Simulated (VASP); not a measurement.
Runs of VASP 6.6.1 on GdN. The structure is that of space group Fm-3m (No. 225), or close to it. The cells are those of the table. 

| cell | gap on the mesh (eV) | pressure (GPa) | moment (μB) |
| --- | --- | --- | --- |
| a = 3.471 Å, angles 60.0°, 2 atoms | none | 9.9 | 7.00 |
| a = 3.542 Å, angles 60.0°, 2 atoms | none | (a) | 7.00 |
| a = 3.565 Å, angles 60.0°, 2 atoms | none | -3.0 | 7.00 |
| a = 3.495 Å, angles 60.0°, 2 atoms | none | 6.2 | 7.00 |

Alike in all rows: task single point; level PBE+U; potentials or basis VASP PAW PBE potentials, release 64 (Gd, N); spin collinear, ferrimagnetic start; Gd f U = 6.0 eV; k mesh 8 × 8 × 8; cutoff (eV) 520; smearing gaussian 0.05 eV.

Estimate the missing entries.

(a) -0.2.

Caveats: spin-orbit coupling is left out, which moves the levels of the heavy elements; a cell with one magnetic atom can't hold antiferromagnetic order, which such compounds often take.

A k mesh can miss the band edges, and the runs leave out spin-orbit coupling on Gd.

A gap of «none» marks levels without a gap at the run's occupations.
